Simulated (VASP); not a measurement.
# MnO (P6_3mc) in VASP: relaxation of shape and atoms at fixed volume with PBEsol

Aim: the relaxation of shape and atoms at fixed volume of MnO with PBEsol.

Everything below comes from runs of VASP 6.6.1. Logs are shortened: lines on timing, memory, paths and dates and some standing lists are left out, and cuts for length are marked.

### Step 1. The cell of the first run

Symmetry: P6_3mc, No. 186, hexagonal system. The conventional cell has a = 3.337 Å, b = 3.337 Å, c = 5.166 Å, α = 90.00°, β = 90.00°, γ = 120.00°. Within 2.7 Å of Mn (site symmetry 3m) lie 4 O at 2.00 to 2.03 Å. Within 2.7 Å of O (site symmetry 3m) lie 4 Mn at 2.00 to 2.03 Å.

### Step 2. Relaxation of shape and atoms at fixed volume, PBEsol, collinear spin, ferromagnetic start (12.46 Å³/atom)

INCAR reads:

```
PREC = Accurate ; ENCUT = 600
EDIFF = 1E-7 ; ISMEAR = 0
SIGMA = 0.1 ; LREAL = F
LASPH = T ; NELM = 150
ALGO = Normal ; ISIF = 4
LWAVE = F ; LCHARG = F
ISPIN = 2 ; MAGMOM = 4.32 4.32 0.25 0.25
LORBIT = 11 ; LMAXMIX = 4
GGA = PS ; IBRION = 2
NSW = 50 ; EDIFFG = -0.01
```

KPOINTS reads:

```
regular mesh
0
Gamma
  12 12 8
```

POSCAR reads:

```
MnO
1.0
    3.3371456039      0.0000000000      0.0000000000
   -1.6685728019      2.8900528691      0.0000000000
    0.0000000000      0.0000000000      5.1656427043
Mn O
2 2
Direct
    0.3333333333      0.6666666667     -0.0035167630
    0.6666666667      0.3333333333      0.4964832370
    0.3333333333      0.6666666667      0.3899467630
    0.6666666667      0.3333333333      0.8899467630
```

Potentials or basis: VASP PAW PBE potentials, release 64 (Mn_pv, O).

Command:

```console
$ cat potpaw_PBE.64/Mn_pv/POTCAR potpaw_PBE.64/O/POTCAR > POTCAR
$ mpirun -np 1 vasp_std > vasp.out
```

OUTCAR:

```text
PREC = Accurate
   ENCUT = 600
   EDIFF = 1E-7
   ISMEAR = 0
   LREAL = F
   LASPH = T
   NELM = 150
   ISIF = 4
   ISPIN = 2
   LORBIT = 11
   GGA = PS
   IBRION = 2
   NSW = 50
   EDIFFG = -0.01

 ion  position               nearest neighbor table
   1  0.333  0.667  0.996-   4 2.00   4 2.00   4 2.00   3 2.03
   2  0.667  0.333  0.496-   3 2.00   3 2.00   3 2.00   4 2.03
   3  0.333  0.667  0.390-   2 2.00   2 2.00   2 2.00   1 2.03
   4  0.667  0.333  0.890-   1 2.00   1 2.00   1 2.00   2 2.03

  LATTYP: Found a hexagonal cell.
 ALAT       =     3.3371456039
 C/A-ratio  =     1.5479224815

  Lattice vectors:

 A1 = (   3.3371456039,   0.0000000000,   0.0000000000)
 A2 = (  -1.6685728019,   2.8900528691,   0.0000000000)
 A3 = (   0.0000000000,   0.0000000000,   5.1656427043)

Analysis of symmetry for initial positions (statically):
=====================================================================
 Subroutine PRICEL returns:
 Original cell was already a primitive cell.

 Routine SETGRP: Setting up the symmetry group for a
 hexagonal supercell.

 Subroutine GETGRP returns: Found 12 space group operations
 (whereof  6 operations were pure point group operations)
 out of a pool of 24 trial point group operations.

The static configuration has the point symmetry C_3v.
 The point group associated with its full space group is C_6v.

Analysis of symmetry for dynamics (positions and initial velocities):
=====================================================================
 Subroutine PRICEL returns:
 Original cell was already a primitive cell.

 Routine SETGRP: Setting up the symmetry group for a
 hexagonal supercell.

 Subroutine GETGRP returns: Found 12 space group operations
 (whereof  6 operations were pure point group operations)
 out of a pool of 24 trial point group operations.

The dynamic configuration has the point symmetry C_3v.
 The point group associated with its full space group is C_6v.

Analysis of structural, dynamic, and magnetic symmetry:
=====================================================================
 Subroutine PRICEL returns:
 Original cell was already a primitive cell.

 Routine SETGRP: Setting up the symmetry group for a
 hexagonal supercell.

 Subroutine GETGRP returns: Found 12 space group operations
 (whereof  6 operations were pure point group operations)
 out of a pool of 24 trial point group operations.
[... 135 lines left out ...]
   LEPSILON=     F    determine dielectric tensor
   LRPA    =     F    only Hartree local field effects (RPA)
 conjugate gradient relaxation of ions
 spin polarized calculation
 Gauss-broadening in eV      SIGMA  =   0.10
  energy-cutoff  :      600.00
  volume of cell :       49.82
 maximum number of plane-waves:      1701
 NGX is ok and might be reduce to    28
   NGX = 13   NGY = 13   NGZ = 21

--------------------------------------- Ionic step        1  -------------------------------------------

 number of electron      38.0000009 magnetization      10.1800406

 number of electron      38.0000009 magnetization       9.8519987

 Free energy of the ion-electron system (eV)
  ---------------------------------------------------
  ext. energy  EPLUGINS =         0.00000000
  ---------------------------------------------------
  free energy    TOTEN  =       -34.23954674 eV

  energy without entropy =      -34.23349219  energy(sigma->0) =      -34.23651947

------------------------ aborting loop because EDIFF is reached ----------------------------------------

  FORCE on cell =-STRESS in cart. coord.  units (eV):
  Direction    XX          YY          ZZ          XY          YZ          ZX
  --------------------------------------------------------------------------------------
  -------------------------------------------------------------------------------------
  Total        2.5482472      2.5482472      2.4709905      0.0000000      0.0000000      0.0000000
  in kB       81.9495980     81.9495980     79.4650847      0.0000000      0.0000000      0.0000000
  external PRESSURE =      81.1214269 kB  Pullay stress =       0.0000000 kB
[... 95 lines left out ...]
  FREE ENERGIE OF THE ION-ELECTRON SYSTEM (eV)
  ---------------------------------------------------
  free  energy   TOTEN  =       -34.2404116280 eV

  energy  without entropy=      -34.2344100455  energy(sigma->0) =      -34.23741084

[... ionic steps 4 to 9 ...]

--------------------------------------- Ionic step       10  -------------------------------------------

 number of electron      37.9999992 magnetization       9.8800466

------------------------ aborting loop because EDIFF is reached ----------------------------------------
[... 71 lines left out ...]
--------------------------------------- Ionic step       12  -------------------------------------------

 number of electron      37.9999992 magnetization       9.8763028

 Free energy of the ion-electron system (eV)
  ---------------------------------------------------
  ext. energy  EPLUGINS =         0.00000000
  ---------------------------------------------------
  free energy    TOTEN  =       -34.24290498 eV

  energy without entropy =      -34.23730428  energy(sigma->0) =      -34.24010463

 E-fermi :   6.3991     XC(G=0): -11.1632

 val. band max:        6.3979775020   @ k =   0.4167  -0.0000   0.1250
 cond. band min:       6.4051632520   @ k =   0.3333   0.3333   0.2500
 fundamental gap:      0.0071857499
 Fermi energy:         6.3990961975

 spin component 1

 k-point     1 :       0.0000    0.0000    0.0000
  band No.  band energies     occupation
      1     -44.0652      1.00000
      2     -44.0108      1.00000
      3     -44.0100      1.00000
      4     -44.0100      1.00000
      5     -43.9992      1.00000
      6     -43.9992      1.00000
[... 733 lines left out ...]
     27      13.1299      0.00000
     28      13.5401      0.00000

 [... further k-points ...]

 spin component 2

 k-point     1 :       0.0000    0.0000    0.0000
  band No.  band energies     occupation
      1     -39.4616      1.00000
      2     -39.4047      1.00000
      3     -39.4047      1.00000
      4     -39.3921      1.00000
      5     -39.3912      1.00000
      6     -39.3912      1.00000
[... 766 lines left out ...]
  FREE ENERGIE OF THE ION-ELECTRON SYSTEM (eV)
  ---------------------------------------------------
  free  energy   TOTEN  =       -34.2429049760 eV

  energy  without entropy=      -34.2373042765  energy(sigma->0) =      -34.24010463

 reached required accuracy - stopping structural energy minimisation

 total charge

# of ion       s       p       d       tot
------------------------------------------
    1        0.253   6.253   4.982  11.488
    2        0.253   6.253   4.982  11.488
    3        1.549   3.462   0.000   5.011
    4        1.549   3.462   0.000   5.011
--------------------------------------------------
tot          3.605  19.431   9.964  32.999

 magnetization (x)

# of ion       s       p       d       tot
------------------------------------------
    1        0.038   0.065   4.248   4.351
    2        0.038   0.065   4.248   4.351
    3        0.022   0.188   0.000   0.210
    4        0.022   0.188   0.000   0.210
--------------------------------------------------
tot          0.119   0.507   8.497   9.123
```

OSZICAR:

```text
N       E                     dE             d eps       ncg     rms          rms(c)
DAV:   1     0.478077055298E+03    0.47808E+03   -0.23391E+04 10656   0.179E+03
DAV:   2     0.472068049409E+01   -0.47336E+03   -0.44682E+03 10808   0.498E+02
DAV:   3    -0.383714738405E+02   -0.43092E+02   -0.41882E+02 11652   0.155E+02
[... 114 lines left out ...]
DAV:   1    -0.342428168633E+02    0.88287E-04   -0.15587E-02 13560   0.216E+00    0.119E-01
DAV:   2    -0.342429586117E+02   -0.14175E-03   -0.25252E-03 10956   0.456E-01    0.728E-02
DAV:   3    -0.342429271622E+02    0.31450E-04   -0.75008E-05 11952   0.956E-02    0.378E-02
DAV:   4    -0.342429050741E+02    0.22088E-04   -0.23645E-05 13236   0.531E-02    0.136E-02
DAV:   5    -0.342429049066E+02    0.16753E-06   -0.62357E-06 11368   0.229E-02    0.697E-03
DAV:   6    -0.342429049760E+02   -0.69415E-07   -0.28715E-07 10004   0.693E-03
  12 F= -.34242905E+02 E0= -.34240105E+02  d E =-.238389E-02  mag=     9.8763
```

CONTCAR:

```text
MnO
   1.00000000000000
     3.3782110584201841    0.0000000000469942    0.0000000000000000
    -1.6891055291187784    2.9256165959007974   -0.0000000000000000
     0.0000000000000000    0.0000000000000000    5.0408191562957683
  Mn              O
     2     2
Direct
     0.3333333332999970    0.6666666667000030    0.9898620542932750
     0.6666666667000030    0.3333333332999970    0.4898620542932750
     0.3333333332999970    0.6666666667000030    0.3965679457067222
     0.6666666667000030    0.3333333332999970    0.8965679457067222

  0.00000000E+00  0.00000000E+00  0.00000000E+00
  0.00000000E+00  0.00000000E+00  0.00000000E+00
  0.00000000E+00  0.00000000E+00  0.00000000E+00
  0.00000000E+00  0.00000000E+00  0.00000000E+00
```

It took 45 min on 1 thread of Oxide Virtual Turin-like, shared host; peak memory 0.34 GiB.

Results:

```
Free energy                                           : -34.2429 eV
Energy gained by relaxing                             : 0.8 meV/atom
Ionic steps                                           : 12
Pressure after relaxing                               : 7.5 GPa
Largest force after relaxing                          : 0.009 eV/Å
Net moment                                            : 9.88 μB per cell
Site moments                                          : Mn +4.35; O +0.21 μB
Valence electrons inside the program's atomic spheres : Mn 11.49; O 5.01
```

Forces in eV/Å, atoms in the order of the input:
```
Mn   0.000  0.000 -0.009
Mn   0.000  0.000 -0.009
O    0.000  0.000  0.009
O    0.000  0.000  0.009
```

Stress tensor (GPa, compression positive):
```
7.47 0.00 0.00
0.00 7.47 0.00
0.00 0.00 7.59
```

The path:
```
step  energy change (eV)  largest force (eV/Å)  pressure (GPa)  volume (Å³)
   1              0.0000                0.0382            8.11        49.82
   2             -0.0003                0.0257            8.07        49.82
   3             -0.0009                0.0102            8.00        49.82
   4             -0.0006                0.0759            7.83        49.82
   5             -0.0010                0.0336            7.93        49.82
   6             -0.0011                0.0328            7.92        49.82
   7             -0.0014                0.0304            7.90        49.82
   8             -0.0020                0.0246            7.84        49.82
   9             -0.0029                0.0132            7.72        49.82
  10             -0.0033                0.0143            7.46        49.82
  11             -0.0034                0.0106            7.49        49.82
  12             -0.0034                0.0088            7.51        49.82
```

Final structure:
```yaml
crystal:
  lattice:
    - [3.37821, 0.00000, 0.00000]
    - [-1.68911, 2.92562, 0.00000]
    - [0.00000, 0.00000, 5.04082]
  atoms:
    - { symbol: Mn, position: [0.33333, 0.66667, 0.98986] }
    - { symbol: Mn, position: [0.66667, 0.33333, 0.48986] }
    - { symbol: O, position: [0.33333, 0.66667, 0.39657] }
    - { symbol: O, position: [0.66667, 0.33333, 0.89657] }
```

Caveat: the PAW data sets were made with another functional, which shifts forces and pressure a little; semilocal functionals often make such compounds metallic where correlation or magnetic order opens a gap, which also shifts bond lengths; only a ferromagnetic start was run, and an antiferromagnetic order may lie lower in energy. With open d or f shells a metallic result of PBEsol can be an artefact of self-interaction; +U or a hybrid may open a gap.
